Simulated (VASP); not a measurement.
# SnO2 (C2/m) in VASP: notebook, part 2 of 2

VASP 6.6.1. Earlier steps stand in the parts before.

## (4) Single point, LDA (strain -0.0300 x Voigt [0, 1, 0, 0, 0, 0])

File INCAR:

```
SYSTEM = SnO2
ALGO = Normal
EDIFF = 1E-7
ENCUT = 520
GGA = CA
ISIF = 2
ISMEAR = 0
LASPH = .TRUE.
LCHARG = .FALSE.
LREAL = .FALSE.
LWAVE = .FALSE.
NBANDS = 20
NELM = 100
PREC = Accurate
SIGMA = 0.05
```

File KPOINTS:

```
k-points
0
G
  12 12 12
  0 0 0
```

File POSCAR:

```
SnO2
1.0
    1.6039156916      0.8982405216      4.0813809037
   -1.6039156916      0.8982405216      4.0813809037
    0.0000000000     -1.7964810432      4.0813809037
Sn O
1 2
Direct
    0.5000000000      0.5000000000      0.5000000000
    0.2451905456      0.2451905456      0.2451905456
    0.7548094544      0.7548094544      0.7548094544
```

Command:

```console
$ cat potpaw_LDA.64/Sn_d/POTCAR potpaw_LDA.64/O/POTCAR > POTCAR
$ mpirun -np 1 vasp_std > vasp.out
```

Wall time 3.4 min (1 thread of Intel Xeon 6975P-C (Granite Rapids), shared host); peak memory 0.4 GiB.

Results (log left out):

| Item | Value |
| --- | --- |
| Free energy | -20.5047 eV |
| Pressure | 8.8 GPa |
| Largest force | 0.426 eV/Å |
| Band gap on the k mesh | 1.91 eV (least direct gap 1.94 eV) |

Forces on the atoms (eV/Å):
```
Sn   0.000  0.000  0.000
O    0.000 -0.120  0.408
O    0.000  0.120 -0.408
```

Stress tensor (GPa, compression positive):
```
 6.71  0.00  0.00
 0.00 15.01 -0.45
 0.00 -0.45  4.53
```

Levels at points of the mesh, in eV from the valence-band top:
| k point | band 10 | band 11 | band 12 | band 13 | band 14 | band 15 | band 16 | band 17 |
| --- | --- | --- | --- | --- | --- | --- | --- | --- |
| (0.00, 0.00, 0.00) | -1.66 | -1.42 | -1.31 | -0.02 | 1.91 | 5.38 | 10.61 | 11.20 |
| (0.50, 0.00, 0.00) | -3.48 | -2.24 | -1.37 | -1.06 | 5.92 | 8.18 | 9.96 | 12.71 |
| (0.50, 0.50, 0.00) | -4.11 | -1.13 | -0.64 | -0.12 | 4.96 | 6.69 | 11.22 | 11.55 |
| (0.00, 0.00, 0.50) | -3.71 | -2.24 | -1.37 | -1.20 | 5.81 | 7.83 | 10.30 | 12.77 |
| (0.50, 0.00, 0.50) | -3.86 | -1.23 | -0.53 | 0.00 | 5.17 | 7.00 | 11.07 | 11.25 |
| (0.50, 0.50, 0.50) | -2.01 | -1.92 | -1.21 | -1.09 | 4.08 | 6.07 | 11.24 | 11.82 |

Caveat: the cell differs from its parent crystal (strain -0.0300 x Voigt [0, 1, 0, 0, 0, 0]); the cell stands under pressure; spin-orbit coupling is left out, which moves the levels of the heavy elements. A k mesh can miss the band edges.

## (5) Single point, LDA (strain -0.0200 x Voigt [0, 1, 0, 0, 0, 0])

INCAR, as its differences from that of step 4:

```diff
@@ -2,3 +2,3 @@
 ALGO = Normal
-EDIFF = 1E-7
+EDIFF = 1E-6
 ENCUT = 520
```

KPOINTS is that of step 4.

File POSCAR:

```
SnO2
1.0
    1.6039156916      0.9075007332      4.0813809037
   -1.6039156916      0.9075007332      4.0813809037
    0.0000000000     -1.8150014664      4.0813809037
Sn O
1 2
Direct
    0.5000000000      0.5000000000      0.5000000000
    0.2451905456      0.2451905456      0.2451905456
    0.7548094544      0.7548094544      0.7548094544
```

Potentials or basis: VASP PAW LDA potentials, release 64 (Sn_d, O).

Command:

```console
$ cat potpaw_LDA.64/Sn_d/POTCAR potpaw_LDA.64/O/POTCAR > POTCAR
$ mpirun -np 1 vasp_std > vasp.out
```

OUTCAR:

```text
SYSTEM = SnO2
   EDIFF = 1E-6
   ENCUT = 520
   GGA = CA
   ISIF = 2
   ISMEAR = 0
   LASPH = .TRUE.
   LREAL = .FALSE.
   NELM = 100
   PREC = Accurate

 ion  position               nearest neighbor table
   1  0.500  0.500  0.500-   2 2.05   3 2.05   2 2.08   2 2.08   3 2.08   3 2.08
   2  0.245  0.245  0.245-   1 2.05   1 2.08   1 2.08
   3  0.755  0.755  0.755-   1 2.05   1 2.08   1 2.08

  LATTYP: Found a base centered monoclinic cell.
 ALAT       =     5.4450043992
 B/A-ratio  =     0.5891329277
 C/A-ratio  =     0.8203400203
 COS(beta)  =    -0.4063355744
[... 746 lines left out ...]

  FORCE on cell =-STRESS in cart. coord.  units (eV):
  Direction    XX          YY          ZZ          XY          YZ          ZX
  --------------------------------------------------------------------------------------
  -------------------------------------------------------------------------------------
  Total        1.0655604      2.2482562      0.6676595      0.0000000     -0.0415876      0.0000000
  in kB       47.8962787    101.0577151     30.0108786      0.0000000     -1.8693371      0.0000000
  external PRESSURE =      59.6549575 kB  Pullay stress =       0.0000000 kB

 VOLUME and BASIS-vectors are now :
 -----------------------------------------------------------------------------
  energy-cutoff  :      520.00
  volume of cell :       35.64
      direct lattice vectors                 reciprocal lattice vectors
     1.603915692  0.907500733  4.081380904     0.311737084  0.183654581  0.081671704
    -1.603915692  0.907500733  4.081380904    -0.311737084  0.183654581  0.081671704
     0.000000000 -1.815001466  4.081380904     0.000000000 -0.367309161  0.081671704

 POSITION                                       TOTAL-FORCE (eV/Angst)
 -----------------------------------------------------------------------------------
      0.00000      0.00000      6.12207         0.000000      0.000000     -0.000000
      0.00000      0.00000      3.00215        -0.000000     -0.067387      0.284803
      0.00000      0.00000      9.24199        -0.000000      0.067387     -0.284803
 -----------------------------------------------------------------------------------
    total drift:                                0.000000     -0.000000      0.000000

  FREE ENERGIE OF THE ION-ELECTRON SYSTEM (eV)
  ---------------------------------------------------
  free  energy   TOTEN  =       -20.5337441461 eV

  energy  without entropy=      -20.5337441461  energy(sigma->0) =      -20.53374415
```

OSZICAR:

```text
N       E                     dE             d eps       ncg     rms          rms(c)
DAV:   1     0.247549640467E+03    0.24755E+03   -0.14102E+04 20312   0.204E+03
DAV:   2     0.300823417248E+01   -0.24454E+03   -0.23139E+03 20292   0.496E+02
DAV:   3    -0.228657729965E+02   -0.25874E+02   -0.25620E+02 22128   0.138E+02
DAV:   4    -0.235362822837E+02   -0.67051E+00   -0.66992E+00 21128   0.233E+01
DAV:   5    -0.235490715613E+02   -0.12789E-01   -0.12789E-01 22568   0.342E+00    0.110E+01
DAV:   6    -0.206199702148E+02    0.29291E+01   -0.10422E+01 29480   0.567E+01    0.458E+00
DAV:   7    -0.205822464289E+02    0.37724E-01   -0.59469E-01 19692   0.636E+00    0.212E+00
DAV:   8    -0.205378083544E+02    0.44438E-01   -0.67181E-02 21060   0.267E+00    0.434E-01
DAV:   9    -0.205336318965E+02    0.41765E-02   -0.84983E-03 28080   0.160E+00    0.751E-02
DAV:  10    -0.205337423757E+02   -0.11048E-03   -0.11468E-03 19872   0.272E-01    0.291E-02
DAV:  11    -0.205337442632E+02   -0.18875E-05   -0.25356E-05 26216   0.596E-02    0.176E-02
DAV:  12    -0.205337441461E+02    0.11715E-06   -0.26292E-06 18496   0.230E-02
   1 F= -.20533744E+02 E0= -.20533744E+02  d E =-.202028E-15
```

stdout:

```text
POSCAR found type information on POSCAR SnO
 POSCAR found :  2 types and       3 ions
 scaLAPACK will be used
 LDA part: xc-table for (Slater(with rela. corr.)+CA(PZ))
 , standard interpolation
 POSCAR, INCAR and KPOINTS ok, starting setup
 FFT: planning ... GRIDC
 FFT: planning ... GRID_SOFT
 FFT: planning ... GRID
 WAVECAR not read
 entering main loop
```

Run time: 2.8 min. Hardware: 1 thread of Intel Xeon 6975P-C (Granite Rapids), shared host; peak memory 0.41 GiB.

Results:

```yaml
Free_energy: -20.5337 eV
Pressure: 6.0 GPa
Largest_force: 0.293 eV/Å
Band_gap_on_the_k_mesh: 1.81 eV
```

Forces in eV/Å, atoms in the order of the input:
```
Sn   0.000  0.000  0.000
O    0.000 -0.067  0.285
O    0.000  0.067 -0.285
```

Stress tensor (GPa, compression positive):
```
 4.79  0.00  0.00
 0.00 10.11 -0.19
 0.00 -0.19  3.00
```

Caveat: the cell differs from its parent crystal (strain -0.0200 x Voigt [0, 1, 0, 0, 0, 0]); the cell stands under pressure; spin-orbit coupling is left out, which moves the levels of the heavy elements. A k mesh can miss the band edges.

## (6) Summary

```tsv
cell	gap on the mesh (eV)	pressure (GPa)	largest force (eV/Å)
a = 4.490, b = 4.490, c = 4.513 Å, angles 43.1, 43.1, 41.9°, 3 atoms	1.09	-7.1	0.29
a = 4.474, b = 4.474, c = 4.452 Å, angles 40.8, 40.8, 42.0°, 3 atoms	2.01	11.8	0.57
a = 4.476, b = 4.476, c = 4.459 Å, angles 41.1, 41.1, 42.0°, 3 atoms	1.91	8.8	0.43
a = 4.478, b = 4.478, c = 4.467 Å, angles 41.4, 41.4, 42.0°, 3 atoms	1.81	6.0	0.29
```

Alike in all rows: task single point; level LDA; potentials or basis VASP PAW LDA potentials, release 64 (Sn_d, O); no spin polarisation; k mesh 12 × 12 × 12; cutoff (eV) 520; smearing gaussian 0.05 eV.

Caveats: spin-orbit coupling is left out, which moves the levels of the heavy elements; the cell stands under pressure (at least some runs); the cell stands under tension (at least some runs).

Total energies depend on the potentials used, so only differences within one code and one set of settings carry meaning.
